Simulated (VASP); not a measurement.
Write the native input for VASP 6.6.1 that does the following.

| Quantity | Value |
| --- | --- |
| Task | single point |
| Functional | PBEsol |
| Potentials or basis | VASP PAW PBE potentials, release 64 (Si, N) |
| Cutoff | 520 eV |
| k mesh | 6 × 6 × 8 |
| Occupations | gaussian, width 0.02 eV |
| Spin | no spin polarisation |
| Dipole correction | no |
| Further INCAR settings | ALGO = Normal; EDIFF = 1e-07; NBANDS = 45 |

The structure of Si3N4 lies in POSCAR:

```
Si3N4
1.0
    7.6246822189      0.0000000000      0.0000000000
   -3.8123411095      6.6031684974      0.0000000000
    0.0000000000      0.0000000000      2.9104692275
Si N
6 8
Direct
    0.7675750226      0.1739490943      0.3256285715
    0.5936259283      0.7675750226      0.8256285715
    0.8260509057      0.5936259283      0.3256285715
    0.2324249774      0.8260509057      0.8256285715
    0.4063740717      0.2324249774      0.3256285715
    0.1739490943      0.4063740717      0.8256285715
    0.0296293233      0.3299986924      0.3256285715
    0.6996306309      0.0296293233      0.8256285715
    0.6700013076      0.6996306309      0.3256285715
    0.9703706767      0.6700013076      0.8256285715
    0.3003693691      0.9703706767      0.3256285715
    0.3299986924      0.3003693691      0.8256285715
    0.3333333333      0.6666666667     -0.1743714285
    0.6666666667      0.3333333333      0.3256285715
```

One way to write it, as run:

INCAR

```
SYSTEM = Si3N4
PREC     = Accurate       ! precision mode
ENCUT    = 520            ! plane-wave cutoff, eV
EDIFF    = 1E-7           ! SCF threshold, eV
ISMEAR   = 0              ! smearing method
SIGMA    = 0.02           ! smearing width, eV
LREAL    = .FALSE.        ! projectors in reciprocal space
LASPH    = .TRUE.         ! aspherical terms in the spheres
NELM     = 100            ! most SCF steps
ALGO     = Normal         ! electronic algorithm
ISIF     = 2              ! what is computed and relaxed
LWAVE    = .FALSE.        ! write WAVECAR
LCHARG   = .TRUE.         ! write CHGCAR
GGA      = PS             ! functional
LELF     = .TRUE.         ! ELF
LVHAR    = .TRUE.       
NBANDS   = 45             ! bands
```

KPOINTS

```
regular mesh
0
G
  6 6 8
  0 0 0
```

Potentials or basis: VASP PAW PBE potentials, release 64 (Si, N).

Run with:

```console
$ cat potpaw_PBE.64/Si/POTCAR potpaw_PBE.64/N/POTCAR > POTCAR
$ mpirun -np 1 vasp_std > vasp.out
```

It gave:

```
Pressure               : 0.2 GPa
Largest force          : 0.005 eV/Å
Band gap on the k mesh : 4.19 eV (least direct gap 4.38 eV)
```

Caveat: the PAW data sets were made with another functional, which shifts forces and pressure a little.

Wall time 6.9 min on 1 thread of Intel Xeon 8259CL, on a shared host, peak memory 0.38 GiB.
